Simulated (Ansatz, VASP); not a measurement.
**Hf2TiB2 in VASP and in Ansatz**

```
CELL_PARAMETERS angstrom
3.36654 0.00000 0.00000
-1.68327 2.91551 0.00000
0.00000 0.00000 7.78263
ATOMIC_POSITIONS crystal
Hf 0.33333 0.66667 0.67254
Hf 0.66667 0.33333 0.32746
Ti 0.00000 0.00000 0.00000
B 0.33333 0.66667 0.16425
B 0.66667 0.33333 0.83575
```

Change from the starting cell: species swapped into the YbMn2As2 type (P-3m1, No. 164).

Alike in both runs: functional PBE; k mesh 12 × 12 × 6; occupations gaussian, width 0.1 eV; no spin polarisation.

Ansatz relaxed the structure, and its values are those at the end. VASP's run is a single point on that final structure, the one shown.

|  | VASP | Ansatz |
| --- | --- | --- |
| version | VASP 6.6.1 | Ansatz 0.2.0 |
| potentials or method | VASP PAW PBE potentials, release 64 (Hf_pv, Ti_sv, B), cutoff 520 eV | scalar-relativistic, plane waves, PAW |
| valence electrons in the cell | 38 | 70 |

```tsv
	VASP	Ansatz	Ansatz less VASP
gap on the k mesh at the Fermi level (eV)	none	none	-
pressure (GPa)	-0.1	0.0	+0.15
rms of the force components (eV/Å)	0.006	0.000	-0.0056
```

A gap of «none» marks a metal or a gap that the smearing closes. VASP's potentials hold 38 valence electrons a cell and Ansatz's 70, so a difference there can come from the potentials and not from the codes.

Spin-orbit coupling is off throughout.
